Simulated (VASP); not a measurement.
**BAs: single point with PBE**

Crystal: BAs.

```
B As
1.0
     0.00000    2.40441    2.40441
     2.40441    0.00000    2.40441
     2.40441    2.40441    0.00000
B As
1 1
Direct
  0.00000 0.00000 0.00000
  0.75000 0.75000 0.75000
```

- Program: VASP 6.6.1
- Task: single point
- Functional: PBE
- Potentials or basis: VASP PAW PBE potentials, release 64 (B, As)
- Cutoff: 520 eV
- k mesh: 10 × 10 × 10
- Occupations: gaussian, width 0.05 eV
- Spin: no spin polarisation
- Dipole correction: no
- Further INCAR settings: ALGO = Normal; EDIFF = 1e-07; NBANDS = 11

- Pressure: 0.6 GPa
- Band gap on the k mesh: 1.20 eV, indirect (least direct gap 3.25 eV)

Levels at points of the mesh, in eV from the valence-band top:
```
           k point  band 1  band 2  band 3  band 4  band 5  band 6  band 7  band 8
(0.00, 0.00, 0.00)  -15.22    0.00    0.00    0.00    3.25    3.25    3.25    4.43
(0.50, 0.00, 0.00)  -12.42   -8.64   -1.79   -1.79    2.58    4.76    4.76    8.82
(0.50, 0.50, 0.00)  -11.14   -8.42   -4.00   -4.00    1.45    1.46   11.18   11.18
```

It took 16 s on 1 thread of Intel(R) Xeon(R) Platinum 8488C (Sapphire Rapids) (shared host), peak memory 0.16 GiB.

A k mesh can miss the band edges. PBE gaps usually lie below the measured ones, often by a third to a half.
